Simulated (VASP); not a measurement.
Runs of VASP 6.6.1 on SnO2. The structure is that of space group P4_2/mnm (No. 136), or close to it. The cells are those of the table. 

| cell | gap on the mesh (eV) | pressure (GPa) | largest force (eV/Å) |
| --- | --- | --- | --- |
| a = 4.894, b = 4.894, c = 3.028 Å, 6 atoms | 2.08 | 5.6 | 0.32 |
| a = 4.611, b = 4.611, c = 3.411 Å, 6 atoms | 1.56 | -1.2 | 0.35 |
| a = 4.825, b = 4.825, c = 3.115 Å, 6 atoms | 1.93 | 3.0 | (a) |
| a = 4.683, b = 4.683, c = 3.307 Å, 6 atoms | 1.65 | -0.5 | (b) |

Alike in all rows: task single point; level r2SCAN; potentials or basis VASP PAW PBE potentials, release 64 (Sn_d, O); no spin polarisation; k mesh 6 × 6 × 10; cutoff (eV) 520; smearing gaussian 0.05 eV.

Q: Fill in the values left out.

A: (a) 0.17; (b) 0.16.

Caveats: the PAW data sets were made with another functional, which shifts forces and pressure a little; spin-orbit coupling is left out, which moves the levels of the heavy elements.

A k mesh can miss the band edges, and the runs leave out spin-orbit coupling on Sn.
